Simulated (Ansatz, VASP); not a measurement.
# Two plane-wave programs on Be2SbP3

```xyz
6
Lattice="4.0281 0.0000 0.0000 -2.0141 3.4884 0.0000 0.0000 0.0000 8.2651" Properties=species:S:1:pos:R:3 pbc="T T T"
Be    0.0000    2.3256    5.5476
Be    0.0000    2.3256    2.5278
Sb    0.0000    0.0000    5.6710
P     2.0141    1.1628    2.5118
P     2.0141    1.1628    0.3100
P     0.0000    0.0000    8.2271
```

Change from the starting cell: species swapped into the Ce2Ga3Cu type (P3m1, No. 156).

Alike in both runs: task relaxation of cell and atoms; functional PBE; k mesh 12 × 12 × 6; occupations gaussian, width 0.1 eV; no spin polarisation.

|  | VASP | Ansatz |
| --- | --- | --- |
| version | VASP 6.6.1 | Ansatz 0.2.0 |
| potentials or method | VASP PAW PBE potentials, release 64 (Be, Sb, P), cutoff 600 eV | scalar-relativistic, plane waves, PAW |
| valence electrons in the cell | 24 | 34 |

Ansatz gave:

| Property | Result |
| --- | --- |
| gap on the k mesh at the Fermi level, each at its own relaxed structure (eV) | none |
| relaxed volume (Å³/atom) | 19.15 |
| relaxed length of the cell vector where the two differ most in proportion (Å) | 8.292 |

Problem. Estimate VASP's values.

Solution. gap on the k mesh at the Fermi level, each at its own relaxed structure (eV): none; relaxed volume (Å³/atom): 19.14; relaxed length of the cell vector where the two differ most in proportion (Å): 8.280.

A gap of «none» marks a metal or a gap that the smearing closes. VASP's potentials hold 24 valence electrons a cell and Ansatz's 34, so a difference there can come from the potentials and not from the codes.

Spin-orbit coupling is off throughout.
